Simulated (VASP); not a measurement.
# NbFe3Sn (Pm-3m) in VASP: further runs, part 2 of 2

VASP 6.6.1.

## 4. Relaxation of cell and atoms, PBE, collinear spin, ferrimagnetic start

The input, INCAR:

```
ALGO = Fast
EDIFF = 1E-6
EDIFFG = -0.04
ENCUT = 600
GGA = PE
IBRION = 2
ISIF = 3
ISMEAR = 0
ISPIN = 2
LASPH = True
LCHARG = False
LMAXMIX = 4
LORBIT = 11
LREAL = False
LWAVE = False
MAGMOM = -0.48 0.72 0.72 0.72 0
NELM = 150
NSW = 90
PREC = Accurate
SIGMA = 0.1
```

The input, KPOINTS:

```
k-points
0
Gamma
  4 4 4
```

The input, POSCAR:

```
NbFe3Sn
1.0
    4.1285918738      0.0000000000      0.0000000000
    0.0000000000      4.1285918738      0.0000000000
    0.0000000000      0.0000000000      4.1285918738
Nb Fe Sn
1 3 1
Direct
    0.0000000000      0.0000000000      0.0000000000
    0.0000000000      0.5000000000      0.5000000000
    0.5000000000      0.0000000000      0.5000000000
    0.5000000000      0.5000000000      0.0000000000
    0.5000000000      0.5000000000      0.5000000000
```

Run with:

```bash
$ cat potpaw_PBE.64/Nb_sv/POTCAR potpaw_PBE.64/Fe/POTCAR potpaw_PBE.64/Sn_d/POTCAR > POTCAR
$ mpirun -np 1 vasp_std > vasp.out
```

It took 12 min on 1 thread of Intel Xeon 6975P-C (Granite Rapids), shared host; peak memory 0.28 GiB.

The run converged. Its results:

| Quantity | Value |
| --- | --- |
| Free energy | -31.1108 eV |
| Relaxed volume | 20.22 Å³/atom |
| Relaxed cell | a = 4.658 Å, b = 4.658 Å, c = 4.658 Å, α = 90.00°, β = 90.00°, γ = 90.00° |
| Space group after relaxing (to 0.1 Å) | Pm-3m (No. 221) |
| Energy gained by relaxing | 782.4 meV/atom |
| Ionic steps | 5 |
| Pressure after relaxing | 0.0 GPa |
| Net moment | 4.97 μB per cell |
| Site moments | Nb -1.77; Fe +2.59; Sn -0.10 μB |
| Valence electrons inside the program's atomic spheres | Nb 10.33; Fe 6.98; Sn 13.02 |

Step by step:
```csv
step,energy change (eV),largest force (eV/Å),pressure (GPa),volume (Å³)
1,0.0000,0.0000,54.44,70.37
2,-1.4542,0.0000,-7.92,131.18
3,-3.7498,0.0000,4.50,95.37
4,-3.7845,0.0000,-2.74,105.06
5,-3.9119,0.0000,-0.01,101.09
```

Final structure:
```yaml
crystal:
  lattice:
    - [4.65841, 0.00000, 0.00000]
    - [0.00000, 4.65841, 0.00000]
    - [0.00000, 0.00000, 4.65841]
  atoms:
    - { symbol: Nb, position: [0.00000, 0.00000, 0.00000] }
    - { symbol: Fe, position: [0.00000, 0.50000, 0.50000] }
    - { symbol: Fe, position: [0.50000, 0.00000, 0.50000] }
    - { symbol: Fe, position: [0.50000, 0.50000, 0.00000] }
    - { symbol: Sn, position: [0.50000, 0.50000, 0.50000] }
```

Levels at points of the mesh, in eV from the Fermi level:
Spin up:
```csv
k point,band 25,band 26,band 27,band 28,band 29,band 30,band 31
"(0.00, 0.00, 0.00)",-1.84,-1.57,-1.57,-1.57,0.41,0.41,1.70
"(0.50, 0.00, 0.00)",-1.88,-1.84,-0.43,-0.43,0.57,1.62,1.65
"(0.50, 0.50, 0.00)",-1.94,-1.32,-1.32,-1.27,0.69,0.69,1.68
"(0.50, 0.50, 0.50)",-1.93,-0.82,-0.82,-0.82,-0.11,-0.11,-0.11
```
Spin down:
| k point | band 21 | band 22 | band 23 | band 24 | band 25 | band 26 |
| --- | --- | --- | --- | --- | --- | --- |
| (0.00, 0.00, 0.00) | -0.27 | -0.27 | 0.13 | 0.13 | 0.84 | 0.84 |
| (0.50, 0.00, 0.00) | -0.04 | -0.03 | -0.03 | 0.10 | 0.17 | 0.25 |
| (0.50, 0.50, 0.00) | -0.57 | -0.12 | -0.12 | -0.08 | 0.25 | 0.37 |
| (0.50, 0.50, 0.50) | -0.46 | -0.46 | -0.12 | -0.12 | -0.12 | 0.65 |

Caveat: the k points lie up to 0.34 Å⁻¹ apart in the final cell; the volume moved by over 15 % at a fixed basis, so the end points are rough; the highest band is partly filled, so the run has too few bands; spin-orbit coupling is left out, which moves the levels of the heavy elements.

## 5. Single point, PBE, collinear spin, ferrimagnetic start

This run uses another cell than the first one, of 20.22 Å³/atom.

The input, INCAR:

```
ALGO = Fast ; EDIFF = 1E-6
ENCUT = 520 ; GGA = PE
ISIF = 2 ; ISMEAR = 0
ISPIN = 2 ; LASPH = T
LCHARG = F ; LMAXMIX = 4
LORBIT = 11 ; LREAL = F
LWAVE = F ; MAGMOM = -2.29 2.78 2.78 2.78 0
NBANDS = 38 ; NELM = 150
PREC = Accurate ; SIGMA = 0.1
```

The input, KPOINTS:

```
k-points
0
Gamma
  8 8 8
```

Edit POSCAR of step 4 so:

```diff
@@ -2,5 +2,5 @@
 1.0
-    4.1285918738      0.0000000000      0.0000000000
-    0.0000000000      4.1285918738      0.0000000000
-    0.0000000000      0.0000000000      4.1285918738
+    4.6588862311      0.0000000000      0.0000000000
+    0.0000000000      4.6588862311      0.0000000000
+    0.0000000000      0.0000000000      4.6588862311
 Nb Fe Sn
```

Run with:

```bash
$ cat potpaw_PBE.64/Nb_sv/POTCAR potpaw_PBE.64/Fe/POTCAR potpaw_PBE.64/Sn_d/POTCAR > POTCAR
$ mpirun -np 1 vasp_std > vasp.out
```

Wall time 3.3 min (1 thread of Intel Xeon 6975P-C (Granite Rapids), shared host); peak memory 0.38 GiB.

It converged, with:

| Property | Result |
| --- | --- |
| Free energy | -31.1334 eV |
| Pressure | 0.1 GPa |
| Net moment | 5.40 μB per cell |
| Site moments | Nb -1.63; Fe +2.65; Sn -0.10 μB |
| Valence electrons inside the program's atomic spheres | Nb 10.31; Fe 6.98; Sn 13.02 |

Levels at points of the mesh, in eV from the Fermi level:
Spin up:
```
           k point  band 25  band 26  band 27  band 28  band 29  band 30  band 31  band 32
(0.00, 0.00, 0.00)    -1.89    -1.57    -1.57    -1.57     0.34     0.34     1.63     1.63
(0.50, 0.00, 0.00)    -1.91    -1.89    -0.46    -0.46     0.48     1.51     1.59     1.99
(0.50, 0.50, 0.00)    -1.96    -1.36    -1.36    -1.31     0.64     0.64     1.08     1.43
(0.50, 0.50, 0.50)    -1.98    -0.86    -0.86    -0.86    -0.12    -0.12    -0.12     1.80
```
Spin down:
| k point | band 19 | band 20 | band 21 | band 22 | band 23 | band 24 | band 25 | band 26 | band 27 | band 28 |
| --- | --- | --- | --- | --- | --- | --- | --- | --- | --- | --- |
| (0.00, 0.00, 0.00) | -1.55 | -0.25 | -0.25 | -0.25 | 0.14 | 0.14 | 0.86 | 0.86 | 0.86 | 1.05 |
| (0.50, 0.00, 0.00) | -0.72 | -0.72 | 0.00 | 0.00 | 0.02 | 0.10 | 0.20 | 0.26 | 0.26 | 0.70 |
| (0.50, 0.50, 0.00) | -1.02 | -0.92 | -0.56 | -0.09 | -0.09 | -0.01 | 0.27 | 0.37 | 0.47 | 0.47 |
| (0.50, 0.50, 0.50) | -0.52 | -0.41 | -0.41 | -0.41 | -0.10 | -0.10 | -0.10 | 0.67 | 0.67 | 0.67 |

Caveat: spin-orbit coupling is left out, which moves the levels of the heavy elements.

## 6. Overview

```tsv
task	spin	cell	k mesh	cutoff (eV)	gap on the mesh (eV)	pressure (GPa)	moment (μB)
single point	collinear, ferromagnetic start	a = 4.129 Å, 5 atoms	4 × 4 × 4	520	none	54.5	1.35
single point	collinear, ferrimagnetic start	a = 4.659 Å, 5 atoms	4 × 4 × 4	520	none	0.0	4.97
relaxation of cell and atoms	collinear, ferrimagnetic start	relaxed from a = 4.129 Å, 5 atoms	4 × 4 × 4	600	-	0.0	4.97
single point	collinear, ferrimagnetic start	a = 4.659 Å, 5 atoms	8 × 8 × 8	520	none	0.1	5.40
```

Alike in all rows: level PBE; potentials or basis VASP PAW PBE potentials, release 64 (Nb_sv, Fe, Sn_d); smearing gaussian 0.1 eV.

Caveats: some runs use coarse meshes; spin-orbit coupling is left out, which moves the levels of the heavy elements; the volume moved by over 15 % at a fixed basis, so the end points are rough (at least some runs); the highest band is partly filled, so the run has too few bands (at least some runs).

Total energies depend on the potentials used, so only differences within one code and one set of settings carry meaning.
